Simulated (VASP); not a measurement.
SnO2: single point with PBE

Crystal: SnO2.

```
Sn O
1.0
     4.77586    0.00000    0.00000
     0.00000    4.77586    0.00000
     0.00000    0.00000    3.33530
Sn O
2 4
Direct
  0.50000 0.50000 0.50000
  0.00000 0.00000 0.00000
  0.19276 0.80724 0.50000
  0.80724 0.19276 0.50000
  0.30724 0.30724 0.00000
  0.69276 0.69276 0.00000
```

This cell differs from its parent crystal: uniaxial strain along c: +3.0 %, then relaxed in part.

```
Program             : VASP 6.6.1
Task                : single point
Functional          : PBE
Potentials or basis : VASP PAW PBE potentials, release 64 (Sn_d, O)
Cutoff              : 520 eV
k mesh              : 6 × 6 × 8
Occupations         : gaussian, width 0.02 eV
Spin                : no spin polarisation
```

```
Pressure               : -2.0 GPa
Largest force          : 0.005 eV/Å
Band gap on the k mesh : 0.45 eV, direct
```

Forces on the atoms (eV/Å):
```
Sn   0.000  0.000  0.000
Sn   0.000  0.000  0.000
O    0.004 -0.004  0.000
O   -0.004  0.004  0.000
O   -0.004 -0.004  0.000
O    0.004  0.004  0.000
```

Stress tensor (GPa, compression positive):
```
 0.50  0.00  0.00
 0.00  0.50  0.00
 0.00  0.00 -7.01
```

Levels at points of the mesh, in eV from the valence-band top:
```csv
k point,band 23,band 24,band 25,band 26,band 27,band 28,band 29,band 30
"(0.00, 0.00, 0.00)",-1.33,-0.68,-0.68,0.00,0.45,5.26,5.77,5.77
"(0.50, 0.00, 0.00)",-1.26,-1.26,-0.57,-0.57,3.76,3.76,6.48,6.48
"(0.50, 0.50, 0.00)",-1.41,-1.41,-0.76,-0.76,4.05,4.05,6.92,6.92
"(0.00, 0.00, 0.50)",-1.51,-1.51,-1.15,-1.15,5.45,5.45,9.40,9.40
"(0.50, 0.00, 0.50)",-0.96,-0.96,-0.67,-0.67,5.75,5.75,7.72,7.72
"(0.50, 0.50, 0.50)",-0.87,-0.87,-0.70,-0.70,4.30,4.30,8.59,8.59
```

It took 50 s on 1 thread of Intel(R) Xeon(R) 6975P-C (Granite Rapids), on a shared host, peak memory 0.24 GiB.

Caveat: the cell differs from its parent crystal (uniaxial strain along c: +3.0 %, then relaxed in part); spin-orbit coupling is left out, which moves the levels of the heavy elements.
